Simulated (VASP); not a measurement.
Set up this calculation in VASP 6.6.1, as the native input.

| Property | Result |
| --- | --- |
| Task | relaxation of cell and atoms |
| Functional | PBE |
| Potentials or basis | VASP PAW PBE potentials, release 64 (Si, Te, S) |
| Cutoff | 600 eV |
| k mesh | 6 × 6 × 4 |
| Occupations | gaussian, width 0.1 eV |
| Spin | no spin polarisation |
| Dipole correction | no |
| Further INCAR settings | ALGO = Normal; EDIFF = 1e-07; IBRION = 2; EDIFFG = -0.04; NSW = 90; ISIF = 3 |

The structure of SiTeS lies in POSCAR:

```
SiTeS
1.0
    3.3892939643      0.0000000000      0.0000000000
    0.0000000000      3.3892939643      0.0000000000
    0.0000000000      0.0000000000      5.6487646823
Si Te S
1 1 1
Direct
    0.0000000000      0.0000000000      0.0000000000
    0.0000000000      0.0000000000      0.5000000000
    0.5000000000      0.5000000000      0.0000000000
```

The cell was generated, and may not be a known phase.

One way to write it, as run:

INCAR

```
SYSTEM = SiTeS
  PREC = Accurate
  ENCUT = 600
  EDIFF = 1E-7
  ISMEAR = 0
  SIGMA = 0.1
  LREAL = .False.
  LASPH = .True.
  NELM = 100
  ALGO = Normal
  ISIF = 3
  LWAVE = .False.
  LCHARG = .False.
  GGA = PE
  IBRION = 2
  NSW = 90
  EDIFFG = -0.04
```

KPOINTS

```
Automatic mesh
0
Gamma
  6 6 4
  0 0 0
```

Potentials or basis: VASP PAW PBE potentials, release 64 (Si, Te, S).

Launch:

```bash
$ cat potpaw_PBE.64/Si/POTCAR potpaw_PBE.64/Te/POTCAR potpaw_PBE.64/S/POTCAR > POTCAR
$ mpirun -np 1 vasp_std > vasp.out
```

Results of the run:

```yaml
Pressure_after_relaxing: -0.3 GPa
Band_gap_on_the_k_mesh: zero (bands 8 and 9 overlap by 3.67 eV)
```

Caveat: spin-orbit coupling is left out, which moves the levels of the heavy elements.

It took 14 s on 1 thread of Intel(R) Xeon(R) 6975P-C (Granite Rapids), with other jobs on the host, peak memory 0.2 GiB.
